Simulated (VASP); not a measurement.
Here is a VASP 6.6.1 calculation.

Contents of INCAR:

```
ALGO     = Normal         # electronic algorithm
EDIFF    = 1E-7           # SCF threshold, eV
ENCUT    = 520            # plane-wave cutoff, eV
GGA      = PE             # functional
ISIF     = 2              # what is computed and relaxed
ISMEAR   = -1             # smearing method
LASPH    = T              # aspherical terms in the spheres
LCHARG   = F              # write CHGCAR
LREAL    = F              # projectors in reciprocal space
LWAVE    = F              # write WAVECAR
NBANDS   = 26             # bands
NELM     = 60             # most SCF steps
PREC     = Accurate       # precision mode
SIGMA    = 0.05           # smearing width, eV
```

The input KPOINTS:

```
k-points
0
Gamma
  8 8 5
```

POSCAR

```
HgTe
1.0
    4.3332260300      0.0000000000      0.0000000000
   -2.1666130150      3.7526838223      0.0000000000
    0.0000000000      0.0000000000      7.2426995918
Hg Te
2 2
Direct
    0.3333333333      0.6666666667      0.0038186897
    0.6666666667      0.3333333333      0.5038186897
    0.3333333333      0.6666666667      0.3721813103
    0.6666666667      0.3333333333      0.8721813103
```

Potentials or basis: VASP PAW PBE potentials, release 64 (Hg, Te).

The run is started by

```console
$ cat potpaw_PBE.64/Hg/POTCAR potpaw_PBE.64/Te/POTCAR > POTCAR
$ mpirun -np 1 vasp_std > vasp.out
```

Question: Predict the band gap on the k mesh.

Answer: Zero (filled and empty bands touch).

Question: Estimate the pressure.

Answer: 13.6 GPa.

Caveat: spin-orbit coupling is left out, which moves the levels of the heavy elements.
